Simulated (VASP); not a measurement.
Write the native input for VASP 6.6.1 that does the following.

| Item | Value |
| --- | --- |
| Task | single point |
| Functional | r2SCAN |
| Potentials or basis | VASP PAW PBE potentials, release 64 (S, Li_sv) |
| Cutoff | 830 eV |
| k mesh | 8 × 8 × 8 |
| Occupations | fermi-dirac, width 0.02 eV |
| Spin | no spin polarisation |
| Dipole correction | no |
| Further INCAR settings | ALGO = Normal; EDIFF = 1e-06; NBANDS = 13 |

Li2S:

```
CELL_PARAMETERS angstrom
0.00000 2.84529 2.84529
2.84529 0.00000 2.84529
2.84529 2.84529 0.00000
ATOMIC_POSITIONS crystal
S 0.00000 0.00000 0.00000
Li 0.25000 0.25000 0.25000
Li 0.75000 0.75000 0.75000
```

One way to write it, as run:

POSCAR

```
Li2S
1.0
    0.0000000000      2.8452943326      2.8452943326
    2.8452943326      0.0000000000      2.8452943326
    2.8452943326      2.8452943326      0.0000000000
S Li
1 2
Direct
    0.0000000000      0.0000000000      0.0000000000
    0.2500000000      0.2500000000      0.2500000000
    0.7500000000      0.7500000000      0.7500000000
```

INCAR.step1

```
PREC = Accurate ; ENCUT = 830
ISMEAR = -1 ; SIGMA = 0.02
LREAL = F ; LASPH = T
NELM = 120 ; NBANDS = 13
GGA = PE ; ALGO = Normal
EDIFF = 1E-5 ; LWAVE = T
LCHARG = F ; GGA_COMPAT = F
```

INCAR.step2

```
PREC = Accurate ; ENCUT = 830
EDIFF = 1E-6 ; ISMEAR = -1
SIGMA = 0.02 ; LREAL = F
LASPH = T ; NELM = 120
ALGO = Normal ; ISIF = 2
LWAVE = F ; LCHARG = F
METAGGA = R2SCAN ; LMIXTAU = T
NBANDS = 13 ; ISTART = 1
GGA_COMPAT = F
```

KPOINTS

```
regular mesh
0
Gamma
  8 8 8
```

Potentials or basis: VASP PAW PBE potentials, release 64 (S, Li_sv).

Launch:

```sh
$ cat potpaw_PBE.64/S/POTCAR potpaw_PBE.64/Li_sv/POTCAR > POTCAR
$ cp INCAR.step1 INCAR
$ mpirun -np 1 vasp_std > vasp.out
$ cp INCAR.step2 INCAR
$ mpirun -np 1 vasp_std > vasp.out
```

Results of the run:

The pressure is -0.2 GPa and the band gap on the k mesh is 3.86 eV, indirect (least direct gap 5.05 eV).

Caveat: the PAW data sets were made with another functional, which shifts forces and pressure a little.

Run time: 2.3 min on 1 thread of Intel(R) Xeon(R) Platinum 8488C (Sapphire Rapids) (shared host), peak memory 0.25 GiB.
